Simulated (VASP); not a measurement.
A run of VASP 6.6.1 is set up as follows.

Contents of INCAR:

```
PREC = Accurate ; ENCUT = 600
EDIFF = 1E-6 ; ISMEAR = -1
SIGMA = 0.1 ; LREAL = F
LASPH = T ; NELM = 120
ALGO = Normal ; ISIF = 2
LWAVE = F ; LCHARG = F
GGA = PS ; IVDW = 13
NBANDS = 22 ; GGA_COMPAT = F
```

KPOINTS

```
Automatic mesh
0
Gamma
  5 5 3
```

File POSCAR:

```
Ta2N
1.0
    3.0883910362      0.0000000000      0.0000000000
   -1.5441955181      2.6746250942      0.0000000000
    0.0000000000      0.0000000000      4.7860596562
Ta N
2 1
Direct
    0.6666666710      0.3333333290      0.7510864862
    0.3333333290      0.6666666710      0.2489135138
    0.0000000000      0.0000000000      0.0000000000
```

Potentials or basis: VASP PAW PBE potentials, release 64 (Ta_sv_GW, N).

Launch:

```sh
$ cat potpaw_PBE.64/Ta_sv_GW/POTCAR potpaw_PBE.64/N/POTCAR > POTCAR
$ mpirun -np 1 vasp_std > vasp.out
```

Task: Estimate the dispersion energy per atom.

Result: -0.177 eV.

Task: Estimate the largest force.

Result: 0.044 eV/Å.

Task: What does it give for the pressure?

Result: 0.0 GPa.

Forces on the atoms (eV/Å):
```
Ta   0.000  0.000 -0.044
Ta   0.000  0.000  0.044
N    0.000  0.000  0.000
```

Caveat: the k points lie up to 0.47 Å⁻¹ apart; the PAW data sets were made with another functional, which shifts forces and pressure a little; pairwise dispersion overbinds metals, which lowers pressure and volume.
